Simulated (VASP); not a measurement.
Wanted: the native input for a VASP 6.6.1 run.

```yaml
Task: single point
Functional: PBE
Potentials_or_basis: VASP PAW PBE potentials, release 64 (As, Ca_sv, P)
Cutoff: 520 eV
k_mesh: 5 × 5 × 5
Occupations: fermi-dirac, width 0.05 eV
Spin: no spin polarisation
Dipole_correction: no
Further_INCAR_settings: ALGO = Normal; EDIFF = 1e-06; NBANDS = 28
```

The structure of Ca3AsP lies in POSCAR:

```
Ca3AsP
1.0
    5.3338990000      0.0000000000      0.0000000000
    0.0000000000      5.3338990000      0.0000000000
    0.0000000000      0.0000000000      5.3338990000
As Ca P
1 3 1
Direct
   -0.0023740000      0.0033560000      0.0014920000
    0.5075020000      0.4988090000     -0.0011910000
    0.5048980000     -0.0044760000      0.5013890000
   -0.0014580000      0.5008800000      0.4980360000
    0.5017480000      0.5048880000      0.5024490000
```

This cell differs from its parent crystal: atoms moved at random.

One way to write it, as run:

INCAR

```
ALGO = Normal
EDIFF = 1E-6
ENCUT = 520
GGA = PE
ISIF = 2
ISMEAR = -1
LASPH = True
LCHARG = False
LREAL = False
LWAVE = False
NBANDS = 28
NELM = 60
PREC = Accurate
SIGMA = 0.05
```

KPOINTS

```
k-points
0
Gamma
  5 5 5
```

Potentials or basis: VASP PAW PBE potentials, release 64 (As, Ca_sv, P).

Run with:

```bash
$ cat potpaw_PBE.64/As/POTCAR potpaw_PBE.64/Ca_sv/POTCAR potpaw_PBE.64/P/POTCAR > POTCAR
$ mpirun -np 1 vasp_std > vasp.out
```

It gave:

The pressure is 0.1 GPa and the largest force is 0.489 eV/Å. The band gap on the k mesh is 0.19 eV.

Caveat: the cell differs from its parent crystal (atoms moved at random).

Run time: 3.8 min on 1 thread of AMD EPYC 7R13 Processor (Zen 3), with other jobs on the host, peak memory 0.37 GiB.
